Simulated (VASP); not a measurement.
# Ir (I4_1/amd) in VASP: further runs

Ir is run at these levels: PBEsol; tasks: single point, relaxation of cell and atoms.

Program: VASP 6.6.1. These are calculated values, not measurements. Logs are shortened: lines on timing, memory, paths and dates and some standing lists are left out, and cuts for length are marked.

### Step 1. The cell of the first run

The structure is tetragonal, space group I4_1/amd (No. 141). The conventional cell has a = 4.758 Å, b = 4.758 Å, c = 2.596 Å, α = 90.00°, β = 90.00°, γ = 90.00°. Ir (site symmetry -4m2) has 10 Ir at 2.47 to 3.07 Å within 3.3 Å.

### Step 2. Single point, PBEsol

Input file INCAR:

```
SYSTEM = Ir
  PREC = Accurate
  ENCUT = 520
  EDIFF = 1E-6
  ISMEAR = 0
  SIGMA = 0.1
  LREAL = .FALSE.
  LASPH = .TRUE.
  NELM = 80
  ALGO = Normal
  ISIF = 2
  LWAVE = .FALSE.
  LCHARG = .FALSE.
  GGA = PS
  NBANDS = 16
```

Input file KPOINTS:

```
Automatic mesh
0
G
  8 8 8
  0 0 0
```

Input file POSCAR:

```
Ir
1.0
   -2.3790015229      2.3790015229      1.2977892458
    2.3790015229     -2.3790015229      1.2977892458
    2.3790015229      2.3790015229     -1.2977892458
Ir
2
Direct
    0.0000000000      0.0000000000      0.0000000000
    0.7500000000      0.2500000000      0.5000000000
```

Potentials or basis: VASP PAW PBE potentials, release 64 (Ir).

The run is started by

```bash
$ cat potpaw_PBE.64/Ir/POTCAR > POTCAR
$ mpirun -np 1 vasp_std > vasp.out
```

OUTCAR:

```text
SYSTEM = Ir
   PREC = Accurate
   ENCUT = 520
   EDIFF = 1E-6
   ISMEAR = 0
   LREAL = .FALSE.
   LASPH = .TRUE.
   NELM = 80
   ISIF = 2
   GGA = PS

 ion  position               nearest neighbor table
   1  0.000  0.000  0.000-   2 2.47   2 2.47   2 2.47   2 2.47   2 3.07   2 3.07   2 3.07   2 3.07

   2  0.750  0.250  0.500-   1 2.47   1 2.47   1 2.47   1 2.47   1 3.07   1 3.07   1 3.07   1 3.07

  LATTYP: Found a body centered tetragonal cell.
 ALAT       =     4.7580030458
 C/A-ratio  =     0.5455184594

  Lattice vectors:

 A1 = (  -2.3790015229,   2.3790015229,   1.2977892458)
 A2 = (   2.3790015229,  -2.3790015229,   1.2977892458)
 A3 = (   2.3790015229,   2.3790015229,  -1.2977892458)

Analysis of symmetry for initial positions (statically):
=====================================================================
 Subroutine PRICEL returns:
 Original cell was already a primitive cell.

 Routine SETGRP: Setting up the symmetry group for a
 body centered tetragonal supercell.

 Subroutine GETGRP returns: Found 16 space group operations
 (whereof  8 operations were pure point group operations)
 out of a pool of 16 trial point group operations.

The static configuration has the point symmetry D_2d.
 The point group associated with its full space group is D_4h.

Analysis of symmetry for dynamics (positions and initial velocities):
=====================================================================
 Subroutine PRICEL returns:
 Original cell was already a primitive cell.

 Routine SETGRP: Setting up the symmetry group for a
 body centered tetragonal supercell.

 Subroutine GETGRP returns: Found 16 space group operations
 (whereof  8 operations were pure point group operations)
 out of a pool of 16 trial point group operations.

The dynamic configuration has the point symmetry D_2d.
 The point group associated with its full space group is D_4h.

 Subroutine INISYM returns: Found 16 space group operations
 (whereof  8 operations are pure point group operations),
 and found     1 'primitive' translations

----------------------------------------------------------------------------------------

                                     Primitive cell

  volume of cell :      29.3801

  direct lattice vectors                    reciprocal lattice vectors
    -2.379001523  2.379001523  1.297789246     0.000000000  0.210172207  0.385270568
     2.379001523 -2.379001523  1.297789246     0.210172207  0.000000000  0.385270568
     2.379001523  2.379001523 -1.297789246     0.210172207  0.210172207  0.000000000

  length of vectors
     3.606044012  3.606044012  3.606044012     0.438868736  0.438868736  0.297228385

  position of ions in fractional coordinates (direct lattice)
     0.000000000  0.000000000  0.000000000
     0.750000000  0.250000000  0.500000000

  ion indices of the primitive-cell ions
   primitive index   ion index
                 1           1
                 2           2

----------------------------------------------------------------------------------------

 KPOINTS: Automatic mesh

Automatic generation of k-mesh.
 Grid dimensions read from file:
 generate k-points for:    8    8    8

 Generating k-lattice:

  Cartesian coordinates                     Fractional coordinates (reciprocal lattice)
     0.000000000  0.026271526  0.048158821     0.125000000 -0.000000000  0.000000000
     0.026271526  0.000000000  0.048158821    -0.000000000  0.125000000  0.000000000
     0.026271526  0.026271526  0.000000000     0.000000000  0.000000000  0.125000000

  Length of vectors
     0.054858592  0.054858592  0.037153548

  Shift w.r.t. Gamma in fractional coordinates (k-lattice)
     0.000000000  0.000000000  0.000000000

 Subroutine IBZKPT returns following result:
 ===========================================

 Found     59 irreducible k-points:

 Following reciprocal coordinates:
            Coordinates               Weight
  0.000000  0.000000  0.000000      1.000000
  0.125000  0.000000  0.000000      8.000000
  0.250000  0.000000  0.000000      8.000000
  0.375000 -0.000000  0.000000      8.000000
  0.500000  0.000000  0.000000      4.000000
  0.125000  0.125000  0.000000      8.000000
[... 16 lines left out ...]
  0.250000  0.125000  0.125000     16.000000
  0.375000  0.125000  0.125000      8.000000
 [... further k-points ...]
   k-points           NKPTS =     59   k-points in BZ     NKDIM =     59   number of bands    NBANDS=     16
   number of dos      NEDOS =    301   number of ions     NIONS =      2
   total plane-waves  NPLWV =  21952
   dimension x,y,z NGX =    28 NGY =   28 NGZ =   28
   dimension x,y,z NGXF=    56 NGYF=   56 NGZF=   56
   ions per type =               2
   NGX,Y,Z   is equivalent  to a cutoff of  12.91, 12.91, 12.91 a.u.
   NGXF,Y,Z  is equivalent  to a cutoff of  25.82, 25.82, 25.82 a.u.
 SYSTEM =  Ir
   PREC   = accura    normal or accurate (medium, high low for compatibility)
   ISTART =      0    job   : 0-new  1-cont  2-samecut
   ICHARG =      2    charge: 1-file 2-atom 10-const
   ISPIN  =      1    spin polarized calculation?
   LNONCOLLINEAR =      F non collinear calculations
   LSORBIT =      F    spin-orbit coupling
   LASPH  =      T    aspherical Exc in radial PAW
   ENCUT  =  520.0 eV  38.22 Ry    6.18 a.u.   6.70  6.70  6.70*2*pi/ulx,y,z
   NELM   =     80;   NELMIN=  2; NELMDL= -5     # of ELM steps
   EDIFF  = 0.1E-05   stopping-criterion for ELM
   LREAL  =      F    real-space projection
   EDIFFG = 0.1E-04   stopping-criterion for IOM
   NSW    =      0    number of steps for IOM
   IBRION =     -1    ionic relax: 0-MD 1-quasi-New 2-CG
   NFREE  =      0    steps in history (QN), initial steepest desc. (CG)
   ISIF   =      2    stress and relaxation
   ISYM   =      2    0-nonsym 1-usesym 2-fastsym
   POTIM  = 0.5000    time-step for ionic-motion
   TEBEG  =    0.0;   TEEND  =   0.0 temperature during run
   PSTRESS=    0.0 pullay stress
   NELECT =      18.0000    total number of electrons
   NUPDOWN=      -1.0000    fix difference up-down
   EMIN   =  10.00;   EMAX   =-10.00  energy-range for DOS
   EFERMI =   0.00;   METHOD = LEGACY
   ISMEAR =     0;   SIGMA  =   0.10  broadening in eV -4-tet -1-fermi 0-gaus
   EFERMI_NEDOS =   21; number of points for ismear=-14 and -15
   IALGO  =     38    algorithm
   IMIX   =      4    mixing-type and parameters
     AMIX     =   0.40;   BMIX     =  1.00
     AMIX_MAG =   1.60;   BMIX_MAG =  1.00
  volume/ion in A,a.u.               =      14.69        99.13
  Fermi-wavevector in a.u.,A,eV,Ry     =   1.390426  2.627524 26.303922  1.933284
  Thomas-Fermi vector in A             =   2.514362
   LORBIT       =      0    0 simple, 1 ext, 2 COOP (PROOUT), +10 PAW based schemes
   GGA     = PS    functional components
   LHFCALC =     F    Hartree Fock is set to
   AEXX    =    0.0000 exact exchange contribution
   IVDW    =     0    specifies the selected vdW correction
   LEPSILON=     F    determine dielectric tensor
   LRPA    =     F    only Hartree local field effects (RPA)
 non-spin polarized calculation
 Gauss-broadening in eV      SIGMA  =   0.10
  energy-cutoff  :      520.00
  volume of cell :       29.38
 maximum number of plane-waves:       809
   NGX = 13   NGY = 13   NGZ = 13

 number of electron      18.0000002 magnetization

 Free energy of the ion-electron system (eV)
  ---------------------------------------------------
  ext. energy  EPLUGINS =         0.00000000
  ---------------------------------------------------
  free energy    TOTEN  =       -17.96369413 eV

  energy without entropy =      -17.95414986  energy(sigma->0) =      -17.95892199

 E-fermi :   9.4725     XC(G=0): -13.7800

 val. band max:        9.4696957657   @ k =  -0.1250  -0.2500   0.1250
 cond. band min:       9.4783902491   @ k =  -0.3750   0.2500  -0.0000
 fundamental gap:      0.0086944834
 Fermi energy:         9.4725313403

 k-point     1 :       0.0000    0.0000    0.0000
  band No.  band energies     occupation
      1      -1.0701      2.00000
      2       1.9126      2.00000
      3       3.0104      2.00000
      4       3.5985      2.00000
      5       4.4374      2.00000
      6       8.5163      2.00000
[... 8 lines left out ...]
     15      26.2657      0.00000
     16      26.2660      0.00000

 k-point     2 :       0.1250    0.0000    0.0000
  band No.  band energies     occupation
      1      -0.4304      2.00000
      2       2.2394      2.00000
      3       3.1437      2.00000
      4       4.3206      2.00000
      5       4.8367      2.00000
      6       6.9119      2.00000
[... 8 lines left out ...]
     15      26.0990      0.00000
     16      26.3280      0.00000

 k-point     3 :       0.2500    0.0000    0.0000
  band No.  band energies     occupation
      1       1.1423      2.00000
      2       2.9781      2.00000
      3       3.4385      2.00000
      4       4.9110      2.00000
      5       5.3764      2.00000
      6       6.0058      2.00000
[... 8 lines left out ...]
     15      25.1523      0.00000
     16      25.4233      0.00000

 k-point     4 :       0.3750   -0.0000    0.0000
  band No.  band energies     occupation
      1       2.2972      2.00000
      2       2.9799      2.00000
      3       3.5832      2.00000
      4       4.7518      2.00000
      5       5.5854      2.00000
      6       6.4563      2.00000
[... 8 lines left out ...]
     15      23.8236      0.00000
     16      24.7813      0.00000

 k-point     5 :       0.5000    0.0000    0.0000
  band No.  band energies     occupation
      1       2.4095      2.00000
      2       2.7075      2.00000
      3       3.9191      2.00000
      4       4.1701      2.00000
      5       6.4529      2.00000
      6       6.8505      2.00000
[... 8 lines left out ...]
     15      22.2588      0.00000
     16      24.1055      0.00000

 k-point     6 :       0.1250    0.1250    0.0000
  band No.  band energies     occupation
      1       0.9350      2.00000
      2       2.8537      2.00000
      3       3.4320      2.00000
      4       4.8740      2.00000
      5       5.1640      2.00000
      6       6.5914      2.00000
[... 8 lines left out ...]
     15      24.6194      0.00000
     16      25.5756      0.00000

 k-point     7 :       0.2500    0.1250    0.0000
  band No.  band energies     occupation
      1       2.2203      2.00000
      2       2.8370      2.00000
      3       3.8806      2.00000
      4       4.6161      2.00000
      5       5.3454      2.00000
      6       6.0745      2.00000
[... 8 lines left out ...]
     15      23.4947      0.00000
     16      25.2887      0.00000

 k-point     8 :       0.3750    0.1250    0.0000
  band No.  band energies     occupation
      1       2.4102      2.00000
      2       2.6230      2.00000
      3       4.0306      2.00000
      4       4.6368      2.00000
      5       6.0132      2.00000
      6       6.3628      2.00000
[... 8 lines left out ...]
     15      22.7317      0.00000
     16      24.0919      0.00000

 k-point     9 :       0.5000    0.1250    0.0000
  band No.  band energies     occupation
      1       2.5116      2.00000
      2       2.8644      2.00000
      3       4.0101      2.00000
      4       4.3542      2.00000
      5       6.1656      2.00000
      6       6.4846      2.00000
[... 8 lines left out ...]
     15      23.6897      0.00000
     16      24.5873      0.00000
[... 172 lines left out ...]
 k-point    19 :       0.5000    0.3750    0.0000
  band No.  band energies     occupation
      1       2.2848      2.00000
      2       3.0045      2.00000
      3       4.1777      2.00000
      4       4.4420      2.00000
      5       4.8953      2.00000
      6       5.8532      2.00000
[... 8 lines left out ...]
     15      24.1084      0.00000
     16      24.4913      0.00000

 k-point    20 :      -0.3750    0.3750    0.0000
  band No.  band energies     occupation
      1       1.2445      2.00000
      2       2.7422      2.00000
      3       3.8998      2.00000
      4       4.0962      2.00000
      5       4.4314      2.00000
      6       6.8327      2.00000
[... 8 lines left out ...]
     15      24.4262      0.00000
     16      24.6846      0.00000

 k-point    21 :       0.5000    0.5000    0.0000
  band No.  band energies     occupation
      1       2.2623      2.00000
      2       2.2623      2.00000
      3       4.2768      2.00000
      4       4.2768      2.00000
      5       5.5201      2.00000
      6       5.5201      2.00000
[... 8 lines left out ...]
     15      24.4120      0.00000
     16      24.4120      0.00000

 k-point    22 :       0.1250    0.1250    0.1250
  band No.  band energies     occupation
      1       1.5762      2.00000
      2       2.9352      2.00000
      3       3.9129      2.00000
      4       4.5709      2.00000
      5       5.2623      2.00000
      6       6.8505      2.00000
[... 8 lines left out ...]
     15      24.5026      0.00000
     16      24.7487      0.00000

 k-point    23 :       0.2500    0.1250    0.1250
  band No.  band energies     occupation
      1       2.4467      2.00000
      2       2.6750      2.00000
      3       4.0389      2.00000
      4       4.7352      2.00000
      5       5.3767      2.00000
      6       6.5924      2.00000
[... 8 lines left out ...]
     15      23.9562      0.00000
     16      25.6459      0.00000

 k-point    24 :       0.3750    0.1250    0.1250
  band No.  band energies     occupation
      1       2.4545      2.00000
      2       2.6312      2.00000
      3       3.6040      2.00000
      4       4.9262      2.00000
      5       5.2806      2.00000
      6       7.2172      2.00000
[... 8 lines left out ...]
     15      23.6540      0.00000
     16      24.9060      0.00000

 [... further k-points ...]
[... 5 lines left out ...]
  --------------------------------------------------------------------------------------
  -------------------------------------------------------------------------------------
  Total        3.5079766      3.5079766      5.9293834      0.0000000      0.0000000      0.0000000
  in kB      191.2994287    191.2994287    323.3452679      0.0000000      0.0000000      0.0000000
  external PRESSURE =     235.3147084 kB  Pullay stress =       0.0000000 kB

 VOLUME and BASIS-vectors are now :
 -----------------------------------------------------------------------------
  energy-cutoff  :      520.00
  volume of cell :       29.38
      direct lattice vectors                 reciprocal lattice vectors
    -2.379001523  2.379001523  1.297789246     0.000000000  0.210172207  0.385270568
     2.379001523 -2.379001523  1.297789246     0.210172207  0.000000000  0.385270568
     2.379001523  2.379001523 -1.297789246     0.210172207  0.210172207  0.000000000

 POSITION                                       TOTAL-FORCE (eV/Angst)
 -----------------------------------------------------------------------------------
      0.00000      0.00000      0.00000        -0.000000     -0.000000     -0.000000
     -0.00000      2.37900      0.64889         0.000000      0.000000      0.000000
 -----------------------------------------------------------------------------------
    total drift:                               -0.000000      0.000000      0.000000

  FREE ENERGIE OF THE ION-ELECTRON SYSTEM (eV)
  ---------------------------------------------------
  free  energy   TOTEN  =       -17.9636941311 eV

  energy  without entropy=      -17.9541498582  energy(sigma->0) =      -17.95892199
```

It took 15 s on 1 thread of Intel Xeon Platinum 8488C (Sapphire Rapids), shared host; peak memory 0.17 GiB.

What came out:

* Free energy: -17.9637 eV
* Pressure: 23.5 GPa
* Band gap on the k mesh: zero (band 9 reaches 11.05 eV, above the bottom of band 10 at 8.26 eV)

Levels at points of the mesh, in eV from the Fermi level:
| k point | band 6 | band 7 | band 8 | band 9 | band 10 | band 11 | band 12 | band 13 |
| --- | --- | --- | --- | --- | --- | --- | --- | --- |
| (0.00, 0.00, 0.00) | -0.96 | -0.96 | -0.89 | -0.89 | 1.70 | 3.20 | 5.41 | 5.41 |
| (0.50, 0.00, 0.00) | -2.62 | -1.75 | -0.64 | 0.51 | 0.79 | 3.51 | 6.33 | 7.41 |
| (0.50, 0.50, 0.00) | -3.95 | -2.10 | -2.10 | 0.20 | 0.20 | 0.62 | 0.62 | 13.05 |
| (0.50, 0.50, 0.50) | -1.64 | -1.22 | -1.22 | -0.53 | -0.53 | -0.45 | -0.45 | 6.87 |

Caveat: the PAW data sets were made with another functional, which shifts forces and pressure a little; spin-orbit coupling is left out, which moves the levels of the heavy elements.

### Step 3. Single point, PBEsol

This run uses another cell than the first one, of 15.67 Å³/atom, 1.067 times its volume.

Input file INCAR:

```
ALGO = Normal
EDIFF = 1E-6
ENCUT = 520
GGA = PS
ISIF = 2
ISMEAR = 0
LASPH = T
LCHARG = T
LELF = T
LREAL = F
LVHAR = T
LWAVE = F
NBANDS = 16
NELM = 100
PREC = Accurate
SIGMA = 0.1
```

Input file KPOINTS:

```
k-points
0
Gamma
  8 8 8
```

Input file POSCAR:

```
Ir
1.0
   -2.4034226760      2.4034226760      1.3566414724
    2.4034226760     -2.4034226760      1.3566414724
    2.4034226760      2.4034226760     -1.3566414724
Ir
2
Direct
    0.0000000000      0.0000000000      0.0000000000
    0.7500000000      0.2500000000      0.5000000000
```

Potentials or basis: VASP PAW PBE potentials, release 64 (Ir).

The run is started by

```bash
$ cat potpaw_PBE.64/Ir/POTCAR > POTCAR
$ mpirun -np 1 vasp_std > vasp.out
```

Run time: 20 s. Hardware: 1 thread of Intel Xeon Platinum 8488C (Sapphire Rapids), shared host; peak memory 0.17 GiB.

Results (log left out):

```
Free energy            : -18.1275 eV
Pressure               : 0.5 GPa
Band gap on the k mesh : zero (band 9 reaches 9.93 eV, above the bottom of band 10 at 7.43 eV)
```

Stress tensor (GPa, compression positive):
```
0.60 0.00 0.00
0.00 0.60 0.00
0.00 0.00 0.42
```

Levels at points of the mesh, in eV from the Fermi level:
| k point | band 7 | band 8 | band 9 | band 10 | band 11 | band 12 |
| --- | --- | --- | --- | --- | --- | --- |
| (0.00, 0.00, 0.00) | -1.13 | -1.04 | -1.04 | 1.61 | 2.90 | 5.56 |
| (0.50, 0.00, 0.00) | -1.74 | -0.59 | 0.54 | 0.81 | 2.81 | 5.23 |
| (0.50, 0.50, 0.00) | -2.02 | -2.02 | 0.14 | 0.14 | 0.65 | 0.65 |
| (0.50, 0.50, 0.50) | -0.89 | -0.89 | -0.71 | -0.71 | -0.60 | -0.60 |

Caveat: the PAW data sets were made with another functional, which shifts forces and pressure a little; spin-orbit coupling is left out, which moves the levels of the heavy elements.

[end of part 1 of 2]
